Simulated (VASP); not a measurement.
# HfN in VASP: further runs

HfN is run at these levels: PBE; tasks: single point.

Everything below comes from runs of VASP 6.6.1. Logs are shortened: lines on timing, memory, paths and dates and some standing lists are left out, and cuts for length are marked.

**1. The cell of the first run**

Symmetry: Cm, No. 8, monoclinic system. Conventional cell: a = 4.548 Å, b = 4.548 Å, c = 3.216 Å, α = 90.00°, β = 135.00°, γ = 90.00°. Within 2.9 Å of Hf (site symmetry m) lie 6 N at 2.19 to 2.36 Å. N (site symmetry m) has 6 Hf at 2.19 to 2.36 Å within 2.9 Å.

**2. Single point, PBE (mode 4 frozen in at -0.078 Å and mode 6 at -0.019 Å (largest displacements))**

The input, INCAR:

```
PREC = Accurate
ENCUT = 520
EDIFF = 1E-6
ISMEAR = 0
SIGMA = 0.15
LREAL = False
LASPH = True
NELM = 100
ALGO = Normal
ISIF = 2
LWAVE = False
LCHARG = False
GGA = PE
NBANDS = 14
```

The input, KPOINTS:

```
Automatic mesh
0
Gamma
  16 16 16
```

The input, POSCAR:

```
HfN
1.0
    0.0000000000      2.2738140414      2.2738140414
    2.2738140414      0.0000000000      2.2738140414
    2.2738140414      2.2738140414      0.0000000000
Hf N
1 1
Direct
   -0.0010043247      0.0016738745      0.0010043247
    0.5127978803      0.4786701994      0.4872021197
```

Potentials or basis: VASP PAW PBE potentials, release 64 (Hf_pv, N).

Launch:

```sh
> cat potpaw_PBE.64/Hf_pv/POTCAR potpaw_PBE.64/N/POTCAR > POTCAR
> mpirun -np 1 vasp_std > vasp.out
```

OUTCAR:

```text
PREC = Accurate
   ENCUT = 520
   EDIFF = 1E-6
   ISMEAR = 0
   LREAL = False
   LASPH = True
   NELM = 100
   ISIF = 2
   GGA = PE

 ion  position               nearest neighbor table
   1  0.999  0.002  0.001-   2 2.19   2 2.25   2 2.28   2 2.28   2 2.30   2 2.36
   2  0.513  0.479  0.487-   1 2.19   1 2.25   1 2.28   1 2.28   1 2.30   1 2.36

  LATTYP: Found a face centered cubic cell.
 ALAT       =     4.5476280828

  Lattice vectors:

 A1 = (   0.0000000000,   2.2738140414,   2.2738140414)
 A2 = (   2.2738140414,   0.0000000000,   2.2738140414)
 A3 = (   2.2738140414,   2.2738140414,   0.0000000000)

Analysis of symmetry for initial positions (statically):
=====================================================================
 Subroutine PRICEL returns:
 Original cell was already a primitive cell.

 Routine SETGRP: Setting up the symmetry group for a
 face centered cubic supercell.

 Subroutine GETGRP returns: Found  2 space group operations
 (whereof  2 operations were pure point group operations)
 out of a pool of 48 trial point group operations.

The static configuration has the point symmetry C_1h.

Analysis of symmetry for dynamics (positions and initial velocities):
=====================================================================
 Subroutine PRICEL returns:
 Original cell was already a primitive cell.

 Routine SETGRP: Setting up the symmetry group for a
 face centered cubic supercell.

 Subroutine GETGRP returns: Found  2 space group operations
 (whereof  2 operations were pure point group operations)
 out of a pool of 48 trial point group operations.

The dynamic configuration has the point symmetry C_1h.

 Subroutine INISYM returns: Found  2 space group operations
 (whereof  2 operations are pure point group operations),
 and found     1 'primitive' translations

----------------------------------------------------------------------------------------

                                     Primitive cell

  volume of cell :      23.5123

  direct lattice vectors                    reciprocal lattice vectors
     0.000000000  2.273814041  2.273814041    -0.219894851  0.219894851  0.219894851
     2.273814041  0.000000000  2.273814041     0.219894851 -0.219894851  0.219894851
     2.273814041  2.273814041  0.000000000     0.219894851  0.219894851 -0.219894851

  length of vectors
     3.215658656  3.215658656  3.215658656     0.380869054  0.380869054  0.380869054

  position of ions in fractional coordinates (direct lattice)
     0.998995675  0.001673874  0.001004325
     0.512797880  0.478670199  0.487202120

  ion indices of the primitive-cell ions
   primitive index   ion index
                 1           1
                 2           2

----------------------------------------------------------------------------------------

 KPOINTS: Automatic mesh

Automatic generation of k-mesh.
 Grid dimensions read from file:
 generate k-points for:   16   16   16

 Generating k-lattice:

  Cartesian coordinates                     Fractional coordinates (reciprocal lattice)
    -0.013743428  0.013743428  0.013743428     0.062500000  0.000000000  0.000000000
     0.013743428 -0.013743428  0.013743428     0.000000000  0.062500000  0.000000000
     0.013743428  0.013743428 -0.013743428     0.000000000  0.000000000  0.062500000

  Length of vectors
     0.023804316  0.023804316  0.023804316

  Shift w.r.t. Gamma in fractional coordinates (k-lattice)
     0.000000000  0.000000000  0.000000000

 Subroutine IBZKPT returns following result:
 ===========================================

 Found   1098 irreducible k-points:

 Following reciprocal coordinates:
            Coordinates               Weight
  0.000000  0.000000  0.000000      1.000000
  0.062500  0.000000  0.000000      4.000000
  0.000000  0.062500  0.000000      4.000000
  0.125000  0.000000  0.000000      4.000000
  0.000000  0.125000  0.000000      4.000000
  0.187500  0.000000  0.000000      4.000000
[... 16 lines left out ...]
  0.062500  0.000000  0.125000      4.000000
[... 43 lines left out ...]

 E-fermi :   8.2104     XC(G=0): -12.6264

 val. band max:        8.2098956678   @ k =   0.0000   0.3750   0.1250
 cond. band min:       8.2111890578   @ k =   0.2500  -0.1250  -0.1250
 fundamental gap:      0.0012933899
 Fermi energy:         8.2104406595

 k-point     1 :       0.0000    0.0000    0.0000
  band No.  band energies     occupation
      1     -23.0187      2.00000
      2     -23.0093      2.00000
      3     -23.0089      2.00000
      4      -9.1836      2.00000
      5       5.0866      2.00000
      6       5.0938      2.00000
      7       5.1072      2.00000
      8       7.8811      1.99810
      9       8.0074      1.94437
     10       8.0094      1.94190
     11       9.8056      0.00000
     12      10.1474      0.00000
     13      10.2867      0.00000
     14      17.7110      0.00000

 k-point     2 :       0.0625    0.0000    0.0000
  band No.  band energies     occupation
      1     -23.0497      2.00000
      2     -23.0186      2.00000
      3     -23.0123      2.00000
      4      -9.0971      2.00000
      5       4.6186      2.00000
      6       4.8900      2.00000
      7       5.0038      2.00000
      8       7.9149      1.99468
      9       8.0946      1.72510
     10       8.1545      1.40199
     11      10.0937      0.00000
     12      10.4537      0.00000
     13      10.5982      0.00000
     14      18.0112      0.00000

 k-point     3 :       0.0000    0.0625    0.0000
  band No.  band energies     occupation
      1     -23.0513      2.00000
      2     -23.0168      2.00000
      3     -23.0123      2.00000
      4      -9.0973      2.00000
      5       4.6429      2.00000
      6       4.8890      2.00000
      7       4.9703      2.00000
      8       7.9476      1.98679
      9       8.0911      1.73951
     10       8.1414      1.48495
     11      10.1004      0.00000
     12      10.4523      0.00000
     13      10.5870      0.00000
     14      18.0118      0.00000
[... 324 lines left out ...]
 k-point    23 :       0.0625    0.0000    0.1250
  band No.  band energies     occupation
      1     -23.1239      2.00000
      2     -23.0402      2.00000
      3     -23.0263      2.00000
      4      -8.8818      2.00000
      5       3.6812      2.00000
      6       4.5536      2.00000
      7       4.7649      2.00000
      8       7.6680      2.00000
      9       8.5518      0.00129
     10       8.6553      0.00003
     11      10.3657      0.00000
     12      10.7076      0.00000
     13      11.9421      0.00000
     14      18.7599      0.00000

 k-point    24 :       0.1250    0.0625    0.1250
  band No.  band energies     occupation
      1     -23.1246      2.00000
      2     -23.0381      2.00000
      3     -23.0275      2.00000
      4      -8.8820      2.00000
      5       3.6843      2.00000
      6       4.5814      2.00000
      7       4.7249      2.00000
      8       7.6840      2.00000
      9       8.5626      0.00090
     10       8.6413      0.00005
     11      10.3748      0.00000
     12      10.6954      0.00000
     13      11.9417      0.00000
     14      18.7603      0.00000

 [... further k-points ...]
[... 5 lines left out ...]
  --------------------------------------------------------------------------------------
  -------------------------------------------------------------------------------------
  Total        0.0415896     -0.3309261     -0.3076731      0.0000000      0.0000000     -0.0105221
  in kB        2.8340044    -22.5500138    -20.9655019      0.0000000      0.0000000     -0.7169995
  external PRESSURE =     -13.5605038 kB  Pullay stress =       0.0000000 kB

 VOLUME and BASIS-vectors are now :
 -----------------------------------------------------------------------------
  energy-cutoff  :      520.00
  volume of cell :       23.51
      direct lattice vectors                 reciprocal lattice vectors
     0.000000000  2.273814041  2.273814041    -0.219894851  0.219894851  0.219894851
     2.273814041  0.000000000  2.273814041     0.219894851 -0.219894851  0.219894851
     2.273814041  2.273814041  0.000000000     0.219894851  0.219894851 -0.219894851

 POSITION                                       TOTAL-FORCE (eV/Angst)
 -----------------------------------------------------------------------------------
      0.00609      2.27381      2.27534        -0.919344      0.000000     -0.225634
      2.19621      2.27381      2.25441         0.919344      0.000000      0.225634
 -----------------------------------------------------------------------------------
    total drift:                                0.000033      0.000000     -0.000036

  FREE ENERGIE OF THE ION-ELECTRON SYSTEM (eV)
  ---------------------------------------------------
  free  energy   TOTEN  =       -21.7198224939 eV

  energy  without entropy=      -21.7132147467  energy(sigma->0) =      -21.71651862
```

Wall time 2.4 min (1 thread of Intel Xeon 6975P-C, shared host); peak memory 0.46 GiB.

What came out:

- Free energy: -21.7198 eV
- Pressure: -1.4 GPa
- Largest force: 0.947 eV/Å

Forces on the atoms (eV/Å):
```
Hf  -0.919  0.000 -0.226
N    0.919  0.000  0.226
```

Stress tensor (GPa, compression positive):
```
 0.28  0.00 -0.07
 0.00 -2.26  0.00
-0.07  0.00 -2.10
```

Levels at points of the mesh, in eV from the Fermi level:
```csv
k point,band 4,band 5,band 6,band 7,band 8,band 9,band 10,band 11,band 12,band 13
"(0.00, 0.00, 0.00)",-17.39,-3.12,-3.12,-3.10,-0.33,-0.20,-0.20,1.60,1.94,2.08
"(0.50, 0.00, 0.00)",-14.79,-8.77,-6.08,-6.06,3.16,3.52,3.61,4.34,8.46,8.64
"(0.00, 0.50, 0.00)",-14.80,-8.76,-6.09,-6.08,3.15,3.55,3.63,4.37,8.49,8.66
"(0.50, 0.50, 0.00)",-16.30,-5.42,-4.30,-3.70,-3.08,4.03,5.31,5.37,5.38,7.71
"(0.00, 0.50, 0.50)",-16.30,-5.40,-3.85,-3.69,-3.55,4.01,5.31,5.37,5.37,7.26
"(0.50, 0.00, 0.50)",-16.30,-5.42,-4.31,-3.71,-3.06,4.04,5.31,5.37,5.38,7.76
```

Caveat: the cell differs from its parent crystal (mode 4 frozen in at -0.078 Å and mode 6 at -0.019 Å (largest displacements)); spin-orbit coupling is left out, which moves the levels of the heavy elements.

**3. Single point, PBE (mode 4 frozen in at -0.078 Å and mode 6 at -0.058 Å (largest displacements))**

The input, INCAR:

```
SYSTEM = HfN
PREC     = Accurate       ! precision mode
ENCUT    = 520            ! plane-wave cutoff, eV
EDIFF    = 1E-7           ! SCF threshold, eV
ISMEAR   = 0              ! smearing method
SIGMA    = 0.15           ! smearing width, eV
LREAL    = .False.        ! projectors in reciprocal space
LASPH    = .True.         ! aspherical terms in the spheres
NELM     = 100            ! most SCF steps
ALGO     = Normal         ! electronic algorithm
ISIF     = 2              ! what is computed and relaxed
LWAVE    = .False.        ! write WAVECAR
LCHARG   = .False.        ! write CHGCAR
GGA      = PE             ! functional
NBANDS   = 14             ! bands
```

The input, KPOINTS:

```
regular mesh
0
Gamma
  16 16 16
  0 0 0
```

The input, POSCAR:

```
HfN
1.0
    0.0000000000      2.2738140414      2.2738140414
    2.2738140414      0.0000000000      2.2738140414
    2.2738140414      2.2738140414      0.0000000000
Hf N
1 1
Direct
   -0.0003347749      0.0023434243      0.0003347749
    0.5042659601      0.4701382792      0.4957340399
```

Potentials or basis: VASP PAW PBE potentials, release 64 (Hf_pv, N).

Launch:

```sh
> cat potpaw_PBE.64/Hf_pv/POTCAR potpaw_PBE.64/N/POTCAR > POTCAR
> mpirun -np 1 vasp_std > vasp.out
```

Wall time 2.8 min (1 thread of Intel Xeon 6975P-C, shared host); peak memory 0.47 GiB.

Results (log left out):

| Property | Result |
| --- | --- |
| Free energy | -21.7009 eV |
| Pressure | -0.9 GPa |
| Largest force | 1.138 eV/Å |

Forces on the atoms (eV/Å):
```
Hf  -0.913  0.000 -0.679
N    0.913  0.000  0.679
```

Stress tensor (GPa, compression positive):
```
 0.31  0.00 -0.22
 0.00 -2.23  0.00
-0.22  0.00 -0.80
```

Levels at points of the mesh, in eV from the Fermi level:
```csv
k point,band 5,band 6,band 7,band 8,band 9,band 10,band 11,band 12
"(0.00, 0.00, 0.00)",-3.19,-3.16,-3.13,-0.33,-0.15,-0.13,1.59,1.99
"(0.50, 0.00, 0.00)",-8.77,-6.07,-6.03,3.15,3.46,3.60,4.33,8.42
"(0.00, 0.50, 0.00)",-8.75,-6.10,-6.08,3.12,3.58,3.63,4.41,8.52
"(0.50, 0.50, 0.00)",-5.41,-4.30,-3.70,-3.08,4.04,5.29,5.37,5.38
"(0.00, 0.50, 0.50)",-5.40,-4.15,-3.70,-3.24,4.03,5.29,5.37,5.38
"(0.50, 0.00, 0.50)",-5.42,-4.43,-3.73,-2.92,4.06,5.29,5.37,5.38
```

Caveat: the cell differs from its parent crystal (mode 4 frozen in at -0.078 Å and mode 6 at -0.058 Å (largest displacements)); spin-orbit coupling is left out, which moves the levels of the heavy elements; forces of over 1 eV/Å act on the atoms, so gaps and moduli don't describe the material at rest.

**4. Single point, PBE (mode 4 frozen in at -0.058 Å and mode 6 at -0.039 Å (largest displacements))**

The input, INCAR:

```
PREC = Accurate ; ENCUT = 520
EDIFF = 1E-7 ; ISMEAR = 0
SIGMA = 0.15 ; LREAL = F
LASPH = T ; NELM = 100
ALGO = Normal ; ISIF = 2
LWAVE = F ; LCHARG = T
GGA = PE ; LELF = T
LVHAR = T ; NBANDS = 14
```

The input, KPOINTS:

```
regular mesh
0
Gamma
  16 16 16
```

The input, POSCAR:

```
HfN
1.0
    0.0000000000      2.2738140414      2.2738140414
    2.2738140414      0.0000000000      2.2738140414
    2.2738140414      2.2738140414      0.0000000000
Hf N
1 1
Direct
   -0.0003347749      0.0016738745      0.0003347749
    0.5042659601      0.4786701994      0.4957340399
```

Launch:

```sh
> cat potpaw_PBE.64/Hf_pv/POTCAR potpaw_PBE.64/N/POTCAR > POTCAR
> mpirun -np 1 vasp_std > vasp.out
```

Run time: 2.8 min. Hardware: 1 thread of Intel Xeon 6975P-C, shared host; peak memory 0.47 GiB.

Results (log left out):

```
Free energy   : -21.7295 eV
Pressure      : -1.6 GPa
Largest force : 0.823 eV/Å
```

Forces on the atoms (eV/Å):
```
Hf  -0.686  0.000 -0.455
N    0.686  0.000  0.455
```

Stress tensor (GPa, compression positive):
```
-0.84  0.00 -0.10
 0.00 -2.26  0.00
-0.10  0.00 -1.63
```

Levels at points of the mesh, in eV from the Fermi level:
```csv
k point,band 6,band 7,band 8,band 9,band 10,band 11
"(0.00, 0.00, 0.00)",-3.09,-3.07,-0.34,-0.24,-0.23,1.60
"(0.50, 0.00, 0.00)",-6.08,-6.06,3.17,3.53,3.60,4.33
"(0.00, 0.50, 0.00)",-6.10,-6.08,3.15,3.59,3.61,4.37
"(0.50, 0.50, 0.00)",-4.15,-3.70,-3.24,4.02,5.32,5.37
"(0.00, 0.50, 0.50)",-4.00,-3.69,-3.40,4.01,5.32,5.37
"(0.50, 0.00, 0.50)",-4.24,-3.71,-3.14,4.03,5.32,5.37
```

Caveat: the cell differs from its parent crystal (mode 4 frozen in at -0.058 Å and mode 6 at -0.039 Å (largest displacements)); spin-orbit coupling is left out, which moves the levels of the heavy elements.

**5. Single point, PBE**

The input, INCAR:

```
ALGO = Normal
EDIFF = 1E-6
ENCUT = 520
GGA = PE
ISIF = 2
ISMEAR = 0
LASPH = True
LCHARG = False
LREAL = False
LWAVE = False
NBANDS = 14
NELM = 80
PREC = Accurate
SIGMA = 0.15
```

The input, KPOINTS:

```
k-points
0
Gamma
  16 16 16
```

The input, POSCAR:

```
HfN
1.0
    0.0000000000      2.2738140414      2.2738140414
    2.2738140414      0.0000000000      2.2738140414
    2.2738140414      2.2738140414      0.0000000000
Hf N
1 1
Direct
    0.0000000000      0.0000000000      0.0000000000
    0.5000000000      0.5000000000      0.5000000000
```

Launch:

```sh
> cat potpaw_PBE.64/Hf_pv/POTCAR potpaw_PBE.64/N/POTCAR > POTCAR
> mpirun -np 1 vasp_std > vasp.out
```

Run time: 12 s. Hardware: 1 thread of Intel Xeon 6975P-C (Granite Rapids), shared host; peak memory 0.17 GiB.

It converged, with:

- Free energy: -21.7606 eV
- Pressure: -2.3 GPa

Levels at points of the mesh, in eV from the Fermi level:
| k point | band 6 | band 7 | band 8 | band 9 | band 10 | band 11 |
| --- | --- | --- | --- | --- | --- | --- |
| (0.00, 0.00, 0.00) | -3.01 | -3.01 | -0.34 | -0.34 | -0.34 | 1.61 |
| (0.50, 0.00, 0.00) | -6.09 | -6.09 | 3.18 | 3.60 | 3.60 | 4.32 |
| (0.50, 0.50, 0.00) | -3.73 | -3.69 | -3.69 | 3.99 | 5.36 | 5.37 |

Caveat: spin-orbit coupling is left out, which moves the levels of the heavy elements.

**6. Single point, PBE (mode 4 frozen in at -0.097 Å and mode 6 at +0.000 Å (largest displacements))**

The input, INCAR:

```
SYSTEM = HfN
PREC = Accurate
ENCUT = 520
EDIFF = 1E-7
ISMEAR = 0
SIGMA = 0.15
LREAL = .FALSE.
LASPH = .TRUE.
NELM = 60
ALGO = Normal
ISIF = 2
LWAVE = .FALSE.
LCHARG = .TRUE.
GGA = PE
LELF = .TRUE.
LVHAR = .TRUE.
NBANDS = 14
```

The input, KPOINTS:

```
regular mesh
0
G
  16 16 16
  0 0 0
```

The input, POSCAR:

```
HfN
1.0
    0.0000000000      2.2738140414      2.2738140414
    2.2738140414      0.0000000000      2.2738140414
    2.2738140414      2.2738140414      0.0000000000
Hf N
1 1
Direct
   -0.0016738745      0.0016738745      0.0016738745
    0.5213298006      0.4786701994      0.4786701994
```

Potentials or basis: VASP PAW PBE potentials, release 64 (Hf_pv, N).

Launch:

```sh
> cat potpaw_PBE.64/Hf_pv/POTCAR potpaw_PBE.64/N/POTCAR > POTCAR
> mpirun -np 1 vasp_std > vasp.out
```

Wall time 30 s (1 thread of Intel Xeon 6975P-C (Granite Rapids), shared host); peak memory 0.24 GiB.

The run converged. Its results:

```
Free energy   : -21.7005 eV
Pressure      : -0.9 GPa
Largest force : 1.153 eV/Å
```

Forces on the atoms (eV/Å):
```
Hf  -1.153  0.000  0.000
N    1.153  0.000  0.000
```

Stress tensor (GPa, compression positive):
```
 1.74  0.00  0.00
 0.00 -2.22  0.00
 0.00  0.00 -2.22
```

Levels at points of the mesh, in eV from the Fermi level:
| k point | band 5 | band 6 | band 7 | band 8 | band 9 | band 10 | band 11 | band 12 |
| --- | --- | --- | --- | --- | --- | --- | --- | --- |
| (0.00, 0.00, 0.00) | -3.16 | -3.16 | -3.16 | -0.32 | -0.14 | -0.14 | 1.59 | 1.94 |
| (0.50, 0.00, 0.00) | -8.76 | -6.08 | -6.06 | 3.14 | 3.50 | 3.63 | 4.37 | 8.41 |
| (0.50, 0.50, 0.00) | -5.42 | -4.44 | -3.71 | -2.92 | 4.06 | 5.29 | 5.37 | 5.38 |
| (0.00, 0.50, 0.50) | -5.39 | -3.72 | -3.69 | -3.69 | 4.02 | 5.28 | 5.37 | 5.37 |

Caveat: the cell differs from its parent crystal (mode 4 frozen in at -0.097 Å and mode 6 at +0.000 Å (largest displacements)); spin-orbit coupling is left out, which moves the levels of the heavy elements; forces of over 1 eV/Å act on the atoms, so gaps and moduli don't describe the material at rest.
